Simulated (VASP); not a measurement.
Here is a VASP 6.6.1 calculation.

File INCAR:

```
  PREC = Accurate
  ENCUT = 520
  EDIFF = 1E-7
  ISMEAR = 1
  SIGMA = 0.1
  LREAL = False
  LASPH = True
  NELM = 100
  ALGO = Normal
  ISIF = 2
  LWAVE = False
  LCHARG = False
  LDIPOL = True
  IDIPOL = 3
  DIPOL = 0.5 0.5 0.646
  NBANDS = 66
```

File KPOINTS:

```
Automatic mesh
0
Gamma
  12 8 1
```

File POSCAR:

```
Mo
1.0
    2.9538694702      0.0000000000      0.0000000000
    0.0000000000      4.1774022858      0.0000000000
    0.0000000000      0.0000000000     28.2454477060
Mo
8
Direct
    0.5000000000      0.0000000000      0.5196535970
    0.0000000000      0.5000000000      0.5289322071
    0.0000000000      1.0000000000      0.6059136508
    0.5000000000      0.5000000000      0.6066930387
    0.5000000000      1.0000000000      0.6877331709
    0.0000000000      0.5000000000      0.6876735377
    0.0000000000      0.0000000000      0.7680072253
    0.5000000000      0.5000000000      0.7665461722
```

Potentials or basis: VASP PAW LDA potentials, release 64 (Mo_sv).

Launch:

```sh
$ cat potpaw_LDA.64/Mo_sv/POTCAR > POTCAR
$ mpirun -np 1 vasp_std > vasp.out
```

(1) What does it give for the largest force?

(2) Estimate the band gap on the k mesh.

## Answers

(1) 0.921 eV/Å.

(2) zero (bands 56 and 57 overlap by 2.08 eV).
